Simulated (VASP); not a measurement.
EuS, 2 atoms in the cell. Symmetry: Fm-3m, No. 225, cubic system. Conventional cell: a = 5.957 Å, b = 5.957 Å, c = 5.957 Å, α = 90.00°, β = 90.00°, γ = 90.00°. Eu (site symmetry m-3m) has 6 S at 2.98 Å within 3.9 Å. Within 3.9 Å of S (site symmetry m-3m) lie 6 Eu at 2.98 Å. 

* Program: VASP 6.6.1
* Task: relaxation of cell and atoms
* Functional: RPBE
* Potentials or basis: VASP PAW PBE potentials, release 64 (Eu, S)
* Cutoff: 600 eV
* k mesh: 6 × 6 × 6
* Occupations: fermi-dirac, width 0.1 eV
* Spin: collinear spin, ferromagnetic start
* Starting moments: [7.0, 0.0] μB
* Dipole correction: no
* Further INCAR settings: ALGO = Normal; EDIFF = 1e-07; IBRION = 2; EDIFFG = -0.05; NSW = 80; ISIF = 3

Potentials or basis: VASP PAW PBE potentials, release 64 (Eu, S).

Command:

```console
$ cat potpaw_PBE.64/Eu/POTCAR potpaw_PBE.64/S/POTCAR > POTCAR
$ mpirun -np 1 vasp_std > vasp.out
```

Hardware: 1 thread of Intel Xeon 8259CL, with other jobs on the host.

Q: How long does it take, and how much memory?

A: Run time: 4.6 min on 1 thread of Intel Xeon 8259CL, on a shared host, peak memory 0.27 GiB. Counts: scf iterations 35, k points 16, ion steps 2.
